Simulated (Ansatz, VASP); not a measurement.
**HgTe in VASP and in Ansatz**

```
Hg Te
1.0
     0.00000    3.18000    3.18000
     3.18000    0.00000    3.18000
     3.18000    3.18000    0.00000
Hg Te
1 1
Cartesian
  0.0000 0.0000 0.0000
  3.1800 3.1800 3.1800
```

Alike in both runs: task relaxation of cell and atoms; functional PBEsol; dispersion D4; k mesh 7 × 7 × 7; occupations fermi-dirac, width 0.05 eV; no spin polarisation.

|  | VASP | Ansatz |
| --- | --- | --- |
| version | VASP 6.6.1 | Ansatz 0.2.0 |
| potentials or method | VASP PAW PBE potentials, release 64 (Hg, Te) | Ansatz PAW |
| plane-wave cutoff (eV) | 600 | 420 |
| valence electrons in the cell | 18 | 36 |

Ansatz gave:

```
gap on the k mesh at the Fermi level, each at its own relaxed structure (eV) : none
relaxed volume (Å³/atom)                                                     : 26.32
relaxed cell length with the largest relative difference (Å)                 : 4.207
```

Problem. Estimate VASP's values.

Solution. gap on the k mesh at the Fermi level, each at its own relaxed structure (eV): none; relaxed volume (Å³/atom): 26.42; relaxed cell length with the largest relative difference (Å): 4.212.

VASP's potentials were made for PBE, not for PBEsol. A gap of «none» marks a metal or a gap that the smearing closes. VASP's potentials hold 18 valence electrons a cell and Ansatz's 36, so a difference there can come from the potentials and not from the codes.

Neither program's run includes spin-orbit coupling. Noted on VASP's run: the volume moved by over 15 % at a fixed basis, so the end points are rough. Noted on Ansatz's run: the volume moved by over 15 % at a fixed basis, so the end points are rough; the plane-wave basis is chosen anew once the cell has moved, so the energies of steps on either side of that aren't comparable.
